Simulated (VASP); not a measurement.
# GaP (I-4m2) in VASP: further runs

Runs on GaP. Level: r2SCAN. Tasks: single point.

Program: VASP 6.6.1. These are calculated values, not measurements. Logs are shortened: lines on timing, memory, paths and dates and some standing lists are left out, and cuts for length are marked.

### Step 1. The cell of the first run

It takes space group I-4m2 (No. 119, tetragonal). The conventional cell has a = 3.873 Å, b = 3.873 Å, c = 5.430 Å, α = 90.00°, β = 90.00°, γ = 90.00°. Ga (site symmetry -4m2) has 4 P at 2.37 Å within 3.1 Å. Within 3.1 Å of P (site symmetry -4m2) lie 4 Ga at 2.37 Å.

### Step 2. Single point, r2SCAN (film at in-plane strain +0.005)

Contents of POSCAR:

```
GaP
1.0
    2.7388762500      2.7388762500      0.0000000000
   -2.7388762500      2.7388762500      0.0000000000
    0.0000000000      2.7388762500      2.7148932354
Ga P
1 1
Direct
    0.0000000000      0.0000000000      0.0000000000
    0.7500000000      0.2500000000      0.5000000000
```

Contents of INCAR.step1:

```
ALGO     = Normal         # electronic algorithm
EDIFF    = 1E-4           # SCF threshold, eV
ENCUT    = 520            # plane-wave cutoff, eV
GGA      = PE             # functional
ISMEAR   = 0              # smearing method
LASPH    = T              # aspherical terms in the spheres
LCHARG   = F              # write CHGCAR
LREAL    = F              # projectors in reciprocal space
LWAVE    = T              # write WAVECAR
NBANDS   = 16             # bands
NELM     = 60             # most SCF steps
PREC     = Accurate       # precision mode
SIGMA    = 0.01           # smearing width, eV
```

Contents of INCAR.step2:

```
ALGO     = Normal         # electronic algorithm
EDIFF    = 1E-6           # SCF threshold, eV
ENCUT    = 520            # plane-wave cutoff, eV
ISIF     = 2              # what is computed and relaxed
ISMEAR   = 0              # smearing method
ISTART   = 1            
LASPH    = T              # aspherical terms in the spheres
LCHARG   = F              # write CHGCAR
LMIXTAU  = T            
LREAL    = F              # projectors in reciprocal space
LWAVE    = F              # write WAVECAR
METAGGA  = R2SCAN         # meta-GGA
NBANDS   = 16             # bands
NELM     = 60             # most SCF steps
PREC     = Accurate       # precision mode
SIGMA    = 0.01           # smearing width, eV
```

Contents of KPOINTS:

```
k-points
0
Gamma
  8 8 8
```

Potentials or basis: VASP PAW PBE potentials, release 64 (Ga_d, P).

On the command line:

```bash
$ cat potpaw_PBE.64/Ga_d/POTCAR potpaw_PBE.64/P/POTCAR > POTCAR
$ cp INCAR.step1 INCAR
$ mpirun -np 1 vasp_std > vasp.out
$ cp INCAR.step2 INCAR
$ mpirun -np 1 vasp_std > vasp.out
```

OUTCAR:

```text
EDIFF = 1E-6
   ENCUT = 520
   ISIF = 2
   ISMEAR = 0
   ISTART = 1
   LASPH = T
   LREAL = F
   METAGGA = R2SCAN
   NELM = 60
   PREC = Accurate

 ion  position               nearest neighbor table
   1  0.000  0.000  0.000-   2 2.37   2 2.37   2 2.37   2 2.37
   2  0.750  0.250  0.500-   1 2.37   1 2.37   1 2.37   1 2.37

  LATTYP: Found a body centered tetragonal cell.
 ALAT       =     3.8733559384
 C/A-ratio  =     1.4018299782

  Lattice vectors:

 A1 = (   2.7388762500,   0.0000000000,  -2.7148932354)
 A2 = (  -2.7388762500,   0.0000000000,  -2.7148932354)
 A3 = (   0.0000000000,   2.7388762500,   2.7148932354)

Analysis of symmetry for initial positions (statically):
=====================================================================
 Subroutine PRICEL returns:
 Original cell was already a primitive cell.

 Routine SETGRP: Setting up the symmetry group for a
 body centered tetragonal supercell.

 Subroutine GETGRP returns: Found  8 space group operations
 (whereof  8 operations were pure point group operations)
 out of a pool of 16 trial point group operations.

The static configuration has the point symmetry D_2d.

Analysis of symmetry for dynamics (positions and initial velocities):
=====================================================================
 Subroutine PRICEL returns:
 Original cell was already a primitive cell.

 Routine SETGRP: Setting up the symmetry group for a
 body centered tetragonal supercell.

 Subroutine GETGRP returns: Found  8 space group operations
 (whereof  8 operations were pure point group operations)
 out of a pool of 16 trial point group operations.

The dynamic configuration has the point symmetry D_2d.

 Subroutine INISYM returns: Found  8 space group operations
 (whereof  8 operations are pure point group operations),
 and found     1 'primitive' translations

----------------------------------------------------------------------------------------

                                     Primitive cell

  volume of cell :      40.7312

  direct lattice vectors                    reciprocal lattice vectors
     2.738876250  2.738876250  0.000000000     0.182556623  0.182556623 -0.184169305
    -2.738876250  2.738876250  0.000000000    -0.182556623  0.182556623 -0.184169305
     0.000000000  2.738876250  2.714893235     0.000000000  0.000000000  0.368338610

  length of vectors
     3.873355938  3.873355938  3.856434674     0.317131163  0.317131163  0.368338610

  position of ions in fractional coordinates (direct lattice)
     0.000000000  0.000000000  0.000000000
     0.750000000  0.250000000  0.500000000

  ion indices of the primitive-cell ions
   primitive index   ion index
                 1           1
                 2           2

----------------------------------------------------------------------------------------

 KPOINTS: k-points

Automatic generation of k-mesh.
 Grid dimensions read from file:
 generate k-points for:    8    8    8

 Generating k-lattice:

  Cartesian coordinates                     Fractional coordinates (reciprocal lattice)
     0.022819578  0.022819578 -0.023021163     0.125000000  0.000000000  0.000000000
    -0.022819578  0.022819578 -0.023021163     0.000000000  0.125000000  0.000000000
     0.000000000  0.000000000  0.046042326     0.000000000  0.000000000  0.125000000

  Length of vectors
     0.039641395  0.039641395  0.046042326

  Shift w.r.t. Gamma in fractional coordinates (k-lattice)
     0.000000000  0.000000000  0.000000000

 Subroutine IBZKPT returns following result:
 ===========================================

 Found     59 irreducible k-points:

 Following reciprocal coordinates:
            Coordinates               Weight
  0.000000  0.000000  0.000000      1.000000
  0.125000  0.000000 -0.000000      8.000000
  0.250000  0.000000 -0.000000      8.000000
  0.375000  0.000000  0.000000      8.000000
  0.500000  0.000000 -0.000000      4.000000
  0.125000  0.125000 -0.000000      8.000000
[... 16 lines left out ...]
  0.250000  0.000000  0.125000      4.000000
[... 42 lines left out ...]
  free energy    TOTEN  =       -21.46211819 eV

  energy without entropy =      -21.46211819  energy(sigma->0) =      -21.46211819

 E-fermi :   4.5093     XC(G=0): -10.5189

 val. band max:        4.4331562579   @ k =   0.0000   0.0000   0.0000
 cond. band min:       6.2546518322   @ k =   0.0000   0.0000   0.3750
 fundamental gap:      1.8214955743
 Fermi energy:         4.5092721758

 k-point     1 :       0.0000    0.0000    0.0000
  band No.  band energies     occupation
      1     -10.5811      2.00000
      2     -10.5811      2.00000
      3     -10.5785      2.00000
      4     -10.4693      2.00000
      5     -10.4677      2.00000
      6      -8.5747      2.00000
[... 8 lines left out ...]
     15      14.5825      0.00000
     16      14.7450      0.00000

 k-point     2 :       0.1250    0.0000   -0.0000
  band No.  band energies     occupation
      1     -10.5960      2.00000
      2     -10.5762      2.00000
      3     -10.5744      2.00000
      4     -10.4694      2.00000
      5     -10.4676      2.00000
      6      -8.3630      2.00000
[... 8 lines left out ...]
     15      14.0993      0.00000
     16      14.7414      0.00000

 k-point     3 :       0.2500    0.0000   -0.0000
  band No.  band energies     occupation
      1     -10.6297      2.00000
      2     -10.5654      2.00000
      3     -10.5638      2.00000
      4     -10.4683      2.00000
      5     -10.4661      2.00000
      6      -7.7656      2.00000
[... 8 lines left out ...]
     15      13.8844      0.00000
     16      14.9431      0.00000

 k-point     4 :       0.3750    0.0000    0.0000
  band No.  band energies     occupation
      1     -10.6593      2.00000
      2     -10.5569      2.00000
      3     -10.5553      2.00000
      4     -10.4650      2.00000
      5     -10.4621      2.00000
      6      -6.9376      2.00000
[... 8 lines left out ...]
     15      15.1229      0.00000
     16      15.1483      0.00000
[... 324 lines left out ...]
 k-point    22 :       0.0000    0.0000    0.1250
  band No.  band energies     occupation
      1     -10.6041      2.00000
      2     -10.5714      2.00000
      3     -10.5714      2.00000
      4     -10.4738      2.00000
      5     -10.4643      2.00000
      6      -8.2899      2.00000
[... 8 lines left out ...]
     15      14.8439      0.00000
     16      15.1374      0.00000

 k-point    23 :       0.2500    0.0000    0.1250
  band No.  band energies     occupation
      1     -10.6183      2.00000
      2     -10.5704      2.00000
      3     -10.5637      2.00000
      4     -10.4703      2.00000
      5     -10.4666      2.00000
      6      -8.0249      2.00000
[... 8 lines left out ...]
     15      14.3489      0.00000
     16      15.9136      0.00000

 k-point    24 :       0.3750    0.0000    0.1250
  band No.  band energies     occupation
      1     -10.6471      2.00000
      2     -10.5589      2.00000
      3     -10.5547      2.00000
      4     -10.4695      2.00000
      5     -10.4650      2.00000
      6      -7.3381      2.00000
[... 8 lines left out ...]
     15      15.5604      0.00000
     16      16.3269      0.00000

 [... further k-points ...]
[... 5 lines left out ...]
  --------------------------------------------------------------------------------------
  -------------------------------------------------------------------------------------
  Total       -0.2080643     -0.2080643     -0.0326695      0.0000000      0.0000000     -0.0000000
  in kB       -8.1842832     -8.1842832     -1.2850657      0.0000000      0.0000000     -0.0000000
  external PRESSURE =      -5.8845441 kB  Pullay stress =       0.0000000 kB

 VOLUME and BASIS-vectors are now :
 -----------------------------------------------------------------------------
  energy-cutoff  :      520.00
  volume of cell :       40.73
      direct lattice vectors                 reciprocal lattice vectors
     2.738876250  2.738876250  0.000000000     0.182556623  0.182556623 -0.184169305
    -2.738876250  2.738876250  0.000000000    -0.182556623  0.182556623 -0.184169305
     0.000000000  2.738876250  2.714893235     0.000000000  0.000000000  0.368338610

 POSITION                                       TOTAL-FORCE (eV/Angst)
 -----------------------------------------------------------------------------------
      0.00000      0.00000      0.00000        -0.000000     -0.000000      0.000000
      1.36944      4.10831      1.35745         0.000000      0.000000      0.000000
 -----------------------------------------------------------------------------------
    total drift:                               -0.000028     -0.000000     -0.000000

  FREE ENERGIE OF THE ION-ELECTRON SYSTEM (eV)
  ---------------------------------------------------
  free  energy   TOTEN  =       -21.4621181886 eV

  energy  without entropy=      -21.4621181886  energy(sigma->0) =      -21.46211819
```

Run time: 1.7 min. Hardware: 1 thread of Intel Xeon 6975P-C, shared host; peak memory 0.19 GiB.

Results:

```yaml
Free_energy: -21.4621 eV
Pressure: -0.6 GPa
Band_gap_on_the_k_mesh: 1.82 eV, indirect (least direct gap 2.25 eV)
```

Levels at points of the mesh, in eV from the valence-band top:
| k point | band 7 | band 8 | band 9 | band 10 | band 11 | band 12 |
| --- | --- | --- | --- | --- | --- | --- |
| (0.00, 0.00, 0.00) | -0.05 | -0.05 | 0.00 | 2.25 | 4.14 | 4.17 |
| (0.50, 0.00, 0.00) | -6.84 | -1.23 | -1.16 | 1.98 | 4.99 | 5.06 |
| (0.50, 0.50, 0.00) | -6.98 | -2.79 | -2.79 | 1.91 | 2.10 | 11.26 |
| (0.00, 0.00, 0.50) | -6.92 | -2.85 | -2.85 | 1.85 | 2.01 | 11.27 |

Caveat: the cell differs from its parent crystal (film at in-plane strain +0.005); the PAW data sets were made with another functional, which shifts forces and pressure a little.

### Step 3. Single point, r2SCAN (in-plane strain +0.01, then relaxed in part)

Contents of POSCAR:

```
GaP
1.0
    2.7525025000      2.7525025000      0.0000000000
   -2.7525025000      2.7525025000      0.0000000000
    0.0000000000      2.7525025000      2.7037926372
Ga P
1 1
Direct
    0.0000000000      0.0000000000      0.0000000000
    0.7500000000      0.2500000000      0.5000000000
```

Contents of INCAR.step1:

```
PREC = Accurate ; ENCUT = 520
ISMEAR = 0 ; SIGMA = 0.01
LREAL = False ; LASPH = True
NELM = 80 ; NBANDS = 16
GGA = PE ; ALGO = Normal
EDIFF = 1E-4 ; LWAVE = True
LCHARG = False
```

Contents of INCAR.step2:

```
PREC = Accurate ; ENCUT = 520
EDIFF = 1E-6 ; ISMEAR = 0
SIGMA = 0.01 ; LREAL = False
LASPH = True ; NELM = 80
ALGO = Normal ; ISIF = 2
LWAVE = False ; LCHARG = False
METAGGA = R2SCAN ; LMIXTAU = True
NBANDS = 16 ; ISTART = 1
```

Contents of KPOINTS:

```
regular mesh
0
Gamma
  8 8 8
```

Potentials or basis: VASP PAW PBE potentials, release 64 (Ga_d, P).

On the command line:

```bash
$ cat potpaw_PBE.64/Ga_d/POTCAR potpaw_PBE.64/P/POTCAR > POTCAR
$ cp INCAR.step1 INCAR
$ mpirun -np 1 vasp_std > vasp.out
$ cp INCAR.step2 INCAR
$ mpirun -np 1 vasp_std > vasp.out
```

Wall time 1.9 min (1 thread of Intel Xeon 6975P-C, shared host); peak memory 0.19 GiB.

The run converged. Its results:

| Quantity | Value |
| --- | --- |
| Free energy | -21.4593 eV |
| Pressure | -1.1 GPa |
| Band gap on the k mesh | 1.74 eV, indirect (least direct gap 2.17 eV) |

Stress tensor (GPa, compression positive):
```
-1.55  0.00  0.00
 0.00 -1.55  0.00
 0.00  0.00 -0.17
```

Levels at points of the mesh, in eV from the valence-band top:
```
           k point  band 5  band 6  band 7  band 8  band 9  band 10  band 11  band 12  band 13  band 14
(0.00, 0.00, 0.00)  -14.93  -13.00   -0.10   -0.10    0.00     2.17     4.10     4.14     4.14     9.33
(0.50, 0.00, 0.00)  -14.92  -10.88   -6.84   -1.29   -1.14     1.92     4.92     5.07     8.74    11.47
(0.50, 0.50, 0.00)  -14.91   -9.98   -7.01   -2.79   -2.77     1.91     2.10    11.16    11.18    11.76
(0.00, 0.00, 0.50)  -14.90   -9.90   -6.89   -2.91   -2.91     1.78     1.92    11.18    11.18    11.93
```

Caveat: the cell differs from its parent crystal (in-plane strain +0.01, then relaxed in part); the PAW data sets were made with another functional, which shifts forces and pressure a little.

### Step 4. Single point, r2SCAN (in-plane strain +0.01)

POSCAR, as its differences from that of step 3:

```diff
@@ -4,3 +4,3 @@
    -2.7525025000      2.7525025000      0.0000000000
-    0.0000000000      2.7525025000      2.7037926372
+    0.0000000000      2.7525025000      2.7088985000
 Ga P
```

Contents of INCAR.step1:

```
SYSTEM = GaP
PREC     = Accurate       ! precision mode
ENCUT    = 520            ! plane-wave cutoff, eV
ISMEAR   = 0              ! smearing method
SIGMA    = 0.01           ! smearing width, eV
LREAL    = .False.        ! projectors in reciprocal space
LASPH    = .True.         ! aspherical terms in the spheres
NELM     = 60             ! most SCF steps
NBANDS   = 16             ! bands
GGA      = PE             ! functional
ALGO     = Normal         ! electronic algorithm
EDIFF    = 1E-4           ! SCF threshold, eV
LWAVE    = .True.         ! write WAVECAR
LCHARG   = .False.        ! write CHGCAR
```

Contents of INCAR.step2:

```
SYSTEM = GaP
PREC     = Accurate       ! precision mode
ENCUT    = 520            ! plane-wave cutoff, eV
EDIFF    = 1E-7           ! SCF threshold, eV
ISMEAR   = 0              ! smearing method
SIGMA    = 0.01           ! smearing width, eV
LREAL    = .False.        ! projectors in reciprocal space
LASPH    = .True.         ! aspherical terms in the spheres
NELM     = 60             ! most SCF steps
ALGO     = Normal         ! electronic algorithm
ISIF     = 2              ! what is computed and relaxed
LWAVE    = .False.        ! write WAVECAR
LCHARG   = .False.        ! write CHGCAR
METAGGA  = R2SCAN         ! meta-GGA
LMIXTAU  = .True.       
NBANDS   = 16             ! bands
ISTART   = 1
```

Contents of KPOINTS:

```
Automatic mesh
0
Gamma
  8 8 8
  0 0 0
```

On the command line:

```bash
$ cat potpaw_PBE.64/Ga_d/POTCAR potpaw_PBE.64/P/POTCAR > POTCAR
$ cp INCAR.step1 INCAR
$ mpirun -np 1 vasp_std > vasp.out
$ cp INCAR.step2 INCAR
$ mpirun -np 1 vasp_std > vasp.out
```

It took 2.4 min on 1 thread of Intel Xeon 6975P-C, shared host; peak memory 0.19 GiB.

It converged, with:

```yaml
Free_energy: -21.4592 eV
Pressure: -1.2 GPa
Band_gap_on_the_k_mesh: 1.76 eV, indirect (least direct gap 2.16 eV)
```

Stress tensor (GPa, compression positive):
```
-1.62  0.00  0.00
 0.00 -1.62  0.00
 0.00  0.00 -0.39
```

Levels at points of the mesh, in eV from the valence-band top:
| k point | band 6 | band 7 | band 8 | band 9 | band 10 | band 11 | band 12 | band 13 |
| --- | --- | --- | --- | --- | --- | --- | --- | --- |
| (0.00, 0.00, 0.00) | -12.98 | -0.09 | -0.09 | 0.00 | 2.16 | 4.11 | 4.15 | 4.15 |
| (0.50, 0.00, 0.00) | -10.86 | -6.82 | -1.28 | -1.14 | 1.93 | 4.94 | 5.07 | 8.74 |
| (0.50, 0.50, 0.00) | -9.97 | -6.99 | -2.78 | -2.77 | 1.92 | 2.11 | 11.16 | 11.17 |
| (0.00, 0.00, 0.50) | -9.90 | -6.88 | -2.88 | -2.88 | 1.80 | 1.95 | 11.17 | 11.17 |

Caveat: the cell differs from its parent crystal (in-plane strain +0.01); the PAW data sets were made with another functional, which shifts forces and pressure a little. A k mesh can miss the band edges.

### Step 5. Single point, r2SCAN (in-plane strain +0.02)

Contents of POSCAR:

```
GaP
1.0
    2.7797550000      2.7797550000      0.0000000000
   -2.7797550000      2.7797550000      0.0000000000
    0.0000000000      2.7797550000      2.6925470000
Ga P
1 1
Direct
    0.0000000000      0.0000000000      0.0000000000
    0.7500000000      0.2500000000      0.5000000000
```

Contents of INCAR.step1:

```
  ALGO = Normal
  EDIFF = 1E-4
  ENCUT = 520
  GGA = PE
  ISMEAR = 0
  LASPH = T
  LCHARG = F
  LREAL = F
  LWAVE = T
  NBANDS = 16
  NELM = 60
  PREC = Accurate
  SIGMA = 0.01
```

Contents of INCAR.step2:

```
  ALGO = Normal
  EDIFF = 1E-6
  ENCUT = 520
  ISIF = 2
  ISMEAR = 0
  ISTART = 1
  LASPH = T
  LCHARG = F
  LMIXTAU = T
  LREAL = F
  LWAVE = F
  METAGGA = R2SCAN
  NBANDS = 16
  NELM = 60
  PREC = Accurate
  SIGMA = 0.01
```

Contents of KPOINTS:

```
k-points
0
Gamma
  8 8 8
```

On the command line:

```bash
$ cat potpaw_PBE.64/Ga_d/POTCAR potpaw_PBE.64/P/POTCAR > POTCAR
$ cp INCAR.step1 INCAR
$ mpirun -np 1 vasp_std > vasp.out
$ cp INCAR.step2 INCAR
$ mpirun -np 1 vasp_std > vasp.out
```

Wall time 2.2 min (1 thread of Intel Xeon 6975P-C, shared host); peak memory 0.19 GiB.

It converged, with:

```
Free energy            : -21.4479 eV
Pressure               : -2.4 GPa
Band gap on the k mesh : 1.63 eV, indirect (least direct gap 1.98 eV)
```

Stress tensor (GPa, compression positive):
```
-3.17  0.00  0.00
 0.00 -3.17  0.00
 0.00  0.00 -0.74
```

Levels at points of the mesh, in eV from the valence-band top:
| k point | band 7 | band 8 | band 9 | band 10 | band 11 | band 12 |
| --- | --- | --- | --- | --- | --- | --- |
| (0.00, 0.00, 0.00) | -0.18 | -0.18 | 0.00 | 1.98 | 4.03 | 4.11 |
| (0.50, 0.00, 0.00) | -6.80 | -1.37 | -1.11 | 1.81 | 4.83 | 5.09 |
| (0.50, 0.50, 0.00) | -7.01 | -2.75 | -2.73 | 1.93 | 2.11 | 10.95 |
| (0.00, 0.00, 0.50) | -6.80 | -2.96 | -2.96 | 1.70 | 1.80 | 11.00 |

Caveat: the cell differs from its parent crystal (in-plane strain +0.02); the PAW data sets were made with another functional, which shifts forces and pressure a little.

### Step 6. Summary

```csv
cell,gap on the mesh (eV),pressure (GPa)
"a = 3.873, b = 3.873, c = 3.856 Å, angles 59.9, 59.9, 90.0°, 2 atoms",1.82,-0.6
"a = 3.893, b = 3.893, c = 3.858 Å, angles 59.7, 59.7, 90.0°, 2 atoms",1.74,-1.1
"a = 3.893, b = 3.893, c = 3.862 Å, angles 59.7, 59.7, 90.0°, 2 atoms",1.76,-1.2
"a = 3.931, b = 3.931, c = 3.870 Å, angles 59.5, 59.5, 90.0°, 2 atoms",1.63,-2.4
```

Alike in all rows: task single point; level r2SCAN; potentials or basis VASP PAW PBE potentials, release 64 (Ga_d, P); no spin polarisation; k mesh 8 × 8 × 8; cutoff (eV) 520; smearing gaussian 0.01 eV.

Caveats: the PAW data sets were made with another functional, which shifts forces and pressure a little.

Absolute energies hang on the potentials; compare differences alone.
